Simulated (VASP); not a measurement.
# Zr (Pm-3m) in VASP: notebook, part 2 of 2

VASP 6.6.1. The steps go on from the part before.

**4. Single point, PBEsol (volume scaled by 1.04)**

Input file INCAR:

```
  ALGO = Normal
  EDIFF = 1E-6
  ENCUT = 520
  GGA = PS
  ISIF = 2
  ISMEAR = -1
  LASPH = True
  LCHARG = False
  LREAL = False
  LWAVE = False
  NBANDS = 12
  NELM = 80
  PREC = Accurate
  SIGMA = 0.1
```

Input file KPOINTS:

```
k-points
0
Gamma
  12 12 12
```

Input file POSCAR:

```
Zr
1.0
    2.9019750416      0.0000000000      0.0000000000
    0.0000000000      2.9019750416      0.0000000000
    0.0000000000      0.0000000000      2.9019750416
Zr
1
Direct
    0.0000000000      0.0000000000      0.0000000000
```

Potentials or basis: VASP PAW PBE potentials, release 64 (Zr_sv).

On the command line:

```bash
$ cat potpaw_PBE.64/Zr_sv/POTCAR > POTCAR
$ mpirun -np 1 vasp_std > vasp.out
```

OUTCAR:

```text
EDIFF = 1E-6
   ENCUT = 520
   GGA = PS
   ISIF = 2
   ISMEAR = -1
   LASPH = True
   LREAL = False
   NELM = 80
   PREC = Accurate

 ion  position               nearest neighbor table
   1  0.000  0.000  0.000-

  LATTYP: Found a simple cubic cell.
 ALAT       =     2.9019750416

  Lattice vectors:

 A1 = (   2.9019750416,   0.0000000000,   0.0000000000)
 A2 = (   0.0000000000,   2.9019750416,   0.0000000000)
 A3 = (   0.0000000000,   0.0000000000,   2.9019750416)

Analysis of symmetry for initial positions (statically):
[... 530 lines left out ...]
      6       7.2777      1.99858
      7      10.7470      0.00000
      8      11.1680      0.00000
      9      11.7257      0.00000
     10      11.9616      0.00000
     11      16.7542      0.00000
     12      20.7377      0.00000

 [... further k-points ...]
[... 5 lines left out ...]
  --------------------------------------------------------------------------------------
  -------------------------------------------------------------------------------------
  Total       -0.3511260     -0.3511260     -0.3511260     -0.0000000     -0.0000000      0.0000000
  in kB      -23.0193230    -23.0193230    -23.0193230     -0.0000000     -0.0000000      0.0000000
  external PRESSURE =     -23.0193230 kB  Pullay stress =       0.0000000 kB

 VOLUME and BASIS-vectors are now :
 -----------------------------------------------------------------------------
  energy-cutoff  :      520.00
  volume of cell :       24.44
      direct lattice vectors                 reciprocal lattice vectors
     2.901975042  0.000000000  0.000000000     0.344592902  0.000000000  0.000000000
     0.000000000  2.901975042  0.000000000     0.000000000  0.344592902  0.000000000
     0.000000000  0.000000000  2.901975042     0.000000000  0.000000000  0.344592902

 POSITION                                       TOTAL-FORCE (eV/Angst)
 -----------------------------------------------------------------------------------
      0.00000      0.00000      0.00000         0.000000      0.000000      0.000000
 -----------------------------------------------------------------------------------
    total drift:                                0.000000     -0.000000     -0.000000

  FREE ENERGIE OF THE ION-ELECTRON SYSTEM (eV)
  ---------------------------------------------------
  free  energy   TOTEN  =        -8.2178597743 eV

  energy  without entropy=       -8.1508328979  energy(sigma->0) =       -8.18434634
```

stdout:

```text
POSCAR found type information on POSCAR Zr
 POSCAR found :  1 types and       1 ions
 scaLAPACK will be used
 -----------------------------------------------------------------------------
|                                                                             |
|                                                                             |
|     You enforced a specific xc type in the INCAR file but a different       |
|     I HOPE YOU KNOW WHAT YOU ARE DOING!                                     |
|                                                                             |
 -----------------------------------------------------------------------------

 LDA part: xc-table for (Slater+PW92), standard interpolation
 POSCAR, INCAR and KPOINTS ok, starting setup
 FFT: planning ... GRIDC
 FFT: planning ... GRID_SOFT
 FFT: planning ... GRID
 WAVECAR not read
 entering main loop
```

Wall time 38 s (1 thread of AMD EPYC 7R13, shared host); peak memory 0.12 GiB.

Results:

```yaml
Free_energy: -8.2179 eV
Pressure: -2.3 GPa
Band_gap_on_the_k_mesh: zero (band 6 reaches 9.02 eV, above the bottom of band 7 at 6.30 eV)
```

Levels at points of the mesh, in eV from the Fermi level:
```csv
k point,band 3,band 4,band 5,band 6,band 7,band 8,band 9,band 10
"(0.00, 0.00, 0.00)",-25.96,-25.96,-5.07,-1.70,-1.70,5.64,5.64,5.64
"(0.50, 0.00, 0.00)",-25.85,-25.85,-2.04,-0.85,0.43,2.54,2.54,5.97
"(0.50, 0.50, 0.00)",-27.02,-25.74,-3.06,-0.30,3.21,3.21,5.00,5.00
"(0.50, 0.50, 0.50)",-26.86,-26.86,-1.55,-1.55,-1.55,6.57,7.87,7.87
```

Caveat: the PAW data sets were made with another functional, which shifts forces and pressure a little.

**5. Single point, PBEsol (volume scaled by 1.08)**

Input file INCAR:

```
SYSTEM = Zr
PREC = Accurate
ENCUT = 520
EDIFF = 1E-6
ISMEAR = -1
SIGMA = 0.1
LREAL = .False.
LASPH = .True.
NELM = 80
ALGO = Normal
ISIF = 2
LWAVE = .False.
LCHARG = .False.
GGA = PS
NBANDS = 12
```

Input file KPOINTS:

```
Automatic mesh
0
Gamma
  12 12 12
  0 0 0
```

Input file POSCAR:

```
Zr
1.0
    2.9387128029      0.0000000000      0.0000000000
    0.0000000000      2.9387128029      0.0000000000
    0.0000000000      0.0000000000      2.9387128029
Zr
1
Direct
    0.0000000000      0.0000000000      0.0000000000
```

On the command line:

```bash
$ cat potpaw_PBE.64/Zr_sv/POTCAR > POTCAR
$ mpirun -np 1 vasp_std > vasp.out
```

Wall time 31 s (1 thread of AMD EPYC 7R13, shared host); peak memory 0.12 GiB.

The run converged. Its results:

- Free energy: -8.1980 eV
- Pressure: -4.5 GPa
- Band gap on the k mesh: zero (band 6 reaches 8.55 eV, above the bottom of band 7 at 6.00 eV)

Levels at points of the mesh, in eV from the Fermi level:
```
           k point  band 4  band 5  band 6  band 7  band 8  band 9
(0.00, 0.00, 0.00)  -26.07   -5.01   -1.60   -1.60    5.41    5.41
(0.50, 0.00, 0.00)  -25.97   -2.04   -0.79    0.36    2.48    2.48
(0.50, 0.50, 0.00)  -25.87   -2.88   -0.31    3.11    3.11    4.78
(0.50, 0.50, 0.50)  -26.88   -1.44   -1.44   -1.44    6.58    7.53
```

Caveat: the PAW data sets were made with another functional, which shifts forces and pressure a little.

**6. Overview**

```tsv
cell	gap on the mesh (eV)	pressure (GPa)
a = 2.826 Å, 1 atom	none	3.6
a = 2.864 Å, 1 atom	none	0.4
a = 2.902 Å, 1 atom	none	-2.3
a = 2.939 Å, 1 atom	none	-4.5
```

Alike in all rows: task single point; level PBEsol; potentials or basis VASP PAW PBE potentials, release 64 (Zr_sv); no spin polarisation; k mesh 12 × 12 × 12; cutoff (eV) 520; smearing fermi-dirac 0.1 eV.

Caveats: the PAW data sets were made with another functional, which shifts forces and pressure a little.

Total energies depend on the potentials used, so only differences within one code and one set of settings carry meaning.
